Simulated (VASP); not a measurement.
# Se (P3_121) in VASP: notebook, part 2 of 2

VASP 6.6.1. The steps go on from the part before.

## 3. Single point, PBE

File INCAR:

```
SYSTEM = Se
PREC = Accurate
ENCUT = 520
EDIFF = 1E-6
ISMEAR = 0
SIGMA = 0.02
LREAL = .False.
LASPH = .True.
NELM = 60
ALGO = Normal
ISIF = 2
LWAVE = .False.
LCHARG = .False.
GGA = PE
NBANDS = 16
```

File KPOINTS:

```
Automatic mesh
0
Gamma
  6 6 6
  0 0 0
```

File POSCAR:

```
Se
1.0
    4.1211009103      0.0000000000      0.0000000000
   -2.0605504552      3.5689780798      0.0000000000
    0.0000000000      0.0000000000      5.1119881978
Se
3
Direct
    0.2436327694      0.0000000000      0.3333333333
    0.0000000000      0.2436327694      0.6666666667
    0.7563672306      0.7563672306      0.0000000000
```

Potentials or basis: VASP PAW PBE potentials, release 64 (Se).

The run is started by

```
$ cat potpaw_PBE.64/Se/POTCAR > POTCAR
$ mpirun -np 1 vasp_std > vasp.out
```

OUTCAR:

```text
SYSTEM = Se
   PREC = Accurate
   ENCUT = 520
   EDIFF = 1E-6
   ISMEAR = 0
   LREAL = .False.
   LASPH = .True.
   NELM = 60
   ISIF = 2
   GGA = PE

 ion  position               nearest neighbor table
   1  0.244  0.000  0.333-   3 2.43   2 2.43
   2  0.000  0.244  0.667-   3 2.43   1 2.43
   3  0.756  0.756  0.000-   2 2.43   1 2.43

  LATTYP: Found a hexagonal cell.
 ALAT       =     4.1211009103
 C/A-ratio  =     1.2404423743

  Lattice vectors:

 A1 = (   4.1211009103,   0.0000000000,   0.0000000000)
 A2 = (  -2.0605504552,   3.5689780798,   0.0000000000)
 A3 = (   0.0000000000,   0.0000000000,   5.1119881978)

Analysis of symmetry for initial positions (statically):
=====================================================================
 Subroutine PRICEL returns:
 Original cell was already a primitive cell.

 Routine SETGRP: Setting up the symmetry group for a
 hexagonal supercell.

 Subroutine GETGRP returns: Found  6 space group operations
 (whereof  2 operations were pure point group operations)
 out of a pool of 24 trial point group operations.

The static configuration has the point symmetry C_2 .
 The point group associated with its full space group is D_3 .

Analysis of symmetry for dynamics (positions and initial velocities):
=====================================================================
 Subroutine PRICEL returns:
 Original cell was already a primitive cell.

 Routine SETGRP: Setting up the symmetry group for a
 hexagonal supercell.

 Subroutine GETGRP returns: Found  6 space group operations
 (whereof  2 operations were pure point group operations)
 out of a pool of 24 trial point group operations.

The dynamic configuration has the point symmetry C_2 .
 The point group associated with its full space group is D_3 .

[... 110 lines left out ...]
   PSTRESS=    0.0 pullay stress
   NELECT =      18.0000    total number of electrons
   NUPDOWN=      -1.0000    fix difference up-down
   EMIN   =  10.00;   EMAX   =-10.00  energy-range for DOS
   EFERMI =   0.00;   METHOD = LEGACY
   ISMEAR =     0;   SIGMA  =   0.02  broadening in eV -4-tet -1-fermi 0-gaus
   EFERMI_NEDOS =   21; number of points for ismear=-14 and -15
   IALGO  =     38    algorithm
   IMIX   =      4    mixing-type and parameters
     AMIX     =   0.40;   BMIX     =  1.00
     AMIX_MAG =   1.60;   BMIX_MAG =  1.00
  volume/ion in A,a.u.               =      25.06       169.13
  Fermi-wavevector in a.u.,A,eV,Ry     =   1.016522  1.920948 14.059124  1.033316
  Thomas-Fermi vector in A             =   2.149870
   LORBIT       =      0    0 simple, 1 ext, 2 COOP (PROOUT), +10 PAW based schemes
   GGA     = PE    functional components
   LHFCALC =     F    Hartree Fock is set to
   AEXX    =    0.0000 exact exchange contribution
   IVDW    =     0    specifies the selected vdW correction
   LEPSILON=     F    determine dielectric tensor
   LRPA    =     F    only Hartree local field effects (RPA)
 non-spin polarized calculation
 Gauss-broadening in eV      SIGMA  =   0.02
  energy-cutoff  :      520.00
  volume of cell :       75.19
 maximum number of plane-waves:      2053
 NGX is ok and might be reduce to    32
   NGX = 15   NGY = 15   NGZ = 19

 number of electron      18.0000000 magnetization

 Free energy of the ion-electron system (eV)
  ---------------------------------------------------
  ext. energy  EPLUGINS =         0.00000000
  ---------------------------------------------------
  free energy    TOTEN  =       -10.44562658 eV

  energy without entropy =      -10.44562658  energy(sigma->0) =      -10.44562658

 E-fermi :   3.5394     XC(G=0):  -9.3136

 val. band max:        3.4078169428   @ k =   0.3333   0.3333   0.5000
 cond. band min:       4.0359327340   @ k =   0.3333   0.3333   0.5000
 fundamental gap:      0.6281157911
 Fermi energy:         3.5394215784

 k-point     1 :       0.0000    0.0000    0.0000
  band No.  band energies     occupation
      1     -12.4231      2.00000
      2      -8.4100      2.00000
      3      -8.4100      2.00000
      4      -0.1951      2.00000
      5      -0.0469      2.00000
      6      -0.0469      2.00000
[... 433 lines left out ...]
      3      -7.1764      2.00000
      4      -1.7896      2.00000
      5      -1.1398      2.00000
      6      -0.1792      2.00000
[... 8 lines left out ...]
     15      11.3000      0.00000
     16      11.8821      0.00000

 [... further k-points ...]
[... 5 lines left out ...]
  --------------------------------------------------------------------------------------
  -------------------------------------------------------------------------------------
  Total        0.9729893      0.9729893      1.0119991     -0.0000000      0.0000000     -0.0000000
  in kB       20.7334551     20.7334551     21.5647150     -0.0000000      0.0000000     -0.0000000
  external PRESSURE =      21.0105418 kB  Pullay stress =       0.0000000 kB

 VOLUME and BASIS-vectors are now :
 -----------------------------------------------------------------------------
  energy-cutoff  :      520.00
  volume of cell :       75.19
      direct lattice vectors                 reciprocal lattice vectors
     4.121100910  0.000000000  0.000000000     0.242653607  0.140096125  0.000000000
    -2.060550455  3.568978080  0.000000000     0.000000000  0.280192250  0.000000000
     0.000000000  0.000000000  5.111988198     0.000000000  0.000000000  0.195618605

 POSITION                                       TOTAL-FORCE (eV/Angst)
 -----------------------------------------------------------------------------------
      1.00404      0.00000      1.70400         0.020881      0.000000      0.000000
     -0.50202      0.86952      3.40799        -0.010440      0.018083     -0.000000
      1.55853      2.69946      0.00000        -0.010440     -0.018083     -0.000000
 -----------------------------------------------------------------------------------
    total drift:                               -0.000000     -0.000001      0.000000

  FREE ENERGIE OF THE ION-ELECTRON SYSTEM (eV)
  ---------------------------------------------------
  free  energy   TOTEN  =       -10.4456265792 eV

  energy  without entropy=      -10.4456265792  energy(sigma->0) =      -10.44562658
```

stdout:

```text
POSCAR found type information on POSCAR Se
 POSCAR found :  1 types and       3 ions
 scaLAPACK will be used
 LDA part: xc-table for (Slater+PW92), standard interpolation
 POSCAR, INCAR and KPOINTS ok, starting setup
 FFT: planning ... GRIDC
 FFT: planning ... GRID_SOFT
 FFT: planning ... GRID
 WAVECAR not read
 entering main loop
```

It took 27 s on 1 thread of Intel Xeon 6975P-C, shared host; peak memory 0.19 GiB.

What came out:

```
Free energy            : -10.4456 eV
Pressure               : 2.1 GPa
Largest force          : 0.021 eV/Å
Band gap on the k mesh : 0.63 eV, direct
```

Forces on the atoms (eV/Å):
```
Se   0.021  0.000  0.000
Se  -0.010  0.018  0.000
Se  -0.010 -0.018  0.000
```

## 4. Single point, PBE

This run uses another cell than the first one, of 29.82 Å³/atom, 1.190 times its volume.

File INCAR:

```
PREC     = Accurate       # precision mode
ENCUT    = 520            # plane-wave cutoff, eV
EDIFF    = 1E-6           # SCF threshold, eV
ISMEAR   = 0              # smearing method
SIGMA    = 0.02           # smearing width, eV
LREAL    = F              # projectors in reciprocal space
LASPH    = T              # aspherical terms in the spheres
NELM     = 60             # most SCF steps
ALGO     = Normal         # electronic algorithm
ISIF     = 2              # what is computed and relaxed
LWAVE    = F              # write WAVECAR
LCHARG   = F              # write CHGCAR
GGA      = PE             # functional
NBANDS   = 16             # bands
```

File KPOINTS:

```
Automatic mesh
0
Gamma
  6 6 6
```

File POSCAR:

```
Se
1.0
    4.5257155738      0.0000000000      0.0000000000
   -2.2628577869      3.9193846572      0.0000000000
    0.0000000000      0.0000000000      5.0436524507
Se
3
Direct
    0.2185979062      0.0000000000      0.3333333333
    0.0000000000      0.2185979062      0.6666666667
    0.7814020938      0.7814020938      0.0000000000
```

The run is started by

```
$ cat potpaw_PBE.64/Se/POTCAR > POTCAR
$ mpirun -np 1 vasp_std > vasp.out
```

Run time: 34 s. Hardware: 1 thread of Intel Xeon 6975P-C, shared host; peak memory 0.22 GiB.

The run converged. Its results:

* Free energy: -10.5105 eV
* Pressure: 0.1 GPa
* Largest force: 0.027 eV/Å
* Band gap on the k mesh: 1.02 eV, indirect (least direct gap 1.24 eV)

Forces in eV/Å, atoms in the order of the input:
```
Se   0.027  0.000  0.000
Se  -0.014  0.024  0.000
Se  -0.014 -0.024  0.000
```

Levels at points of the mesh, in eV from the valence-band top:
```csv
k point,band 6,band 7,band 8,band 9,band 10,band 11,band 12,band 13
"(0.00, 0.00, 0.00)",-3.42,-1.85,-1.85,-0.31,1.93,1.93,2.30,5.88
"(0.50, 0.00, 0.00)",-3.08,-2.59,-1.70,-0.86,2.01,2.43,3.84,5.66
"(0.00, 0.00, 0.50)",-3.23,-1.32,-1.32,-0.95,1.35,1.39,1.39,6.51
"(0.50, 0.00, 0.50)",-3.95,-1.57,-1.12,0.00,1.55,2.64,2.94,6.34
```
